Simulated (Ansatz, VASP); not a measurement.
**One calculation of AgCl, two programs**

```xyz
2
Lattice="3.3307 0.0000 0.0000 0.0000 3.3307 0.0000 0.0000 0.0000 3.3307" Properties=species:S:1:pos:R:3 pbc="T T T"
Ag    0.0000    0.0000    0.0000
Cl    1.6654    1.6654    1.6654
```

Alike in both runs: functional PBEsol; k mesh 13 × 13 × 13; occupations fermi-dirac, width 0.08 eV; no spin polarisation.

Ansatz relaxed the structure, and its values are those at the end. VASP's run is a single point on that final structure, the one shown.

|  | VASP | Ansatz |
| --- | --- | --- |
| version | VASP 6.6.1 | Ansatz 0.2.0 |
| potentials or method | VASP PAW PBE potentials, release 64 (Ag, Cl) | PAW with Ansatz's default frozen-core files, scalar-relativistic |
| plane-wave cutoff (eV) | 520 | 420 |
| valence electrons in the cell | 18 | 26 |

Ansatz gave:

| Property | Result |
| --- | --- |
| pressure (GPa) | 0.0 |

Problem. Which values does VASP return?

Solution. Pressure (GPa): -0.1.

VASP's potentials were made for PBE, not for PBEsol. The functional is the same, so the differences come from potentials, cutoffs and numerics. VASP's potentials hold 18 valence electrons a cell and Ansatz's 26, so a difference there can come from the potentials and not from the codes.
